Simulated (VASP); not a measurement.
Wanted: the native input for a VASP 6.6.1 run.

- Task: relaxation of the atoms
- Functional: PBE
- Potentials or basis: VASP PAW PBE potentials, release 64 (Cd, F)
- Cutoff: 520 eV
- k mesh: 6 × 6 × 6
- Occupations: fermi-dirac, width 0.1 eV
- Spin: no spin polarisation
- Dipole correction: no
- Further INCAR settings: ALGO = Normal; EDIFF = 1e-07; IBRION = 2; EDIFFG = -0.1; NSW = 80

The structure of CdF2 lies in POSCAR:

```
CdF2
1.0
    0.0000000000      2.6940000000      2.6940000000
    2.6940000000      0.0000000000      2.6940000000
    2.6940000000      2.6940000000      0.0000000000
Cd F
1 2
Direct
    0.0000000000      0.0000000000      0.0000000000
    0.2500000000      0.2500000000      0.2500000000
    0.7500000000      0.7500000000      0.7500000000
```

One way to write it, as run:

INCAR

```
SYSTEM = CdF2
ALGO     = Normal         ! electronic algorithm
EDIFF    = 1E-7           ! SCF threshold, eV
EDIFFG   = -0.1           ! ionic threshold
ENCUT    = 520            ! plane-wave cutoff, eV
GGA      = PE             ! functional
GGA_COMPAT= .FALSE.      
IBRION   = 2              ! ionic algorithm
ISIF     = 2              ! what is computed and relaxed
ISMEAR   = -1             ! smearing method
LASPH    = .TRUE.         ! aspherical terms in the spheres
LCHARG   = .FALSE.        ! write CHGCAR
LREAL    = .FALSE.        ! projectors in reciprocal space
LWAVE    = .FALSE.        ! write WAVECAR
NELM     = 120            ! most SCF steps
NELMIN   = 4            
NSW      = 80             ! ionic steps
PREC     = Accurate       ! precision mode
SIGMA    = 0.1            ! smearing width, eV
```

KPOINTS

```
k-points
0
G
  6 6 6
  0 0 0
```

Potentials or basis: VASP PAW PBE potentials, release 64 (Cd, F).

Launch:

```bash
$ cat potpaw_PBE.64/Cd/POTCAR potpaw_PBE.64/F/POTCAR > POTCAR
$ mpirun -np 1 vasp_std > vasp.out
```

It gave:

```json
{
 "Pressure after relaxing": "6.2 GPa",
 "Band gap on the k mesh": "3.09 eV (least direct gap 3.57 eV)"
}
```

Caveat: the relaxation stopped at its first step, so nothing moved.

Wall time 9.4 s on 1 thread of Intel(R) Xeon(R) 6975P-C (Granite Rapids), with other jobs on the host, peak memory 0.15 GiB.
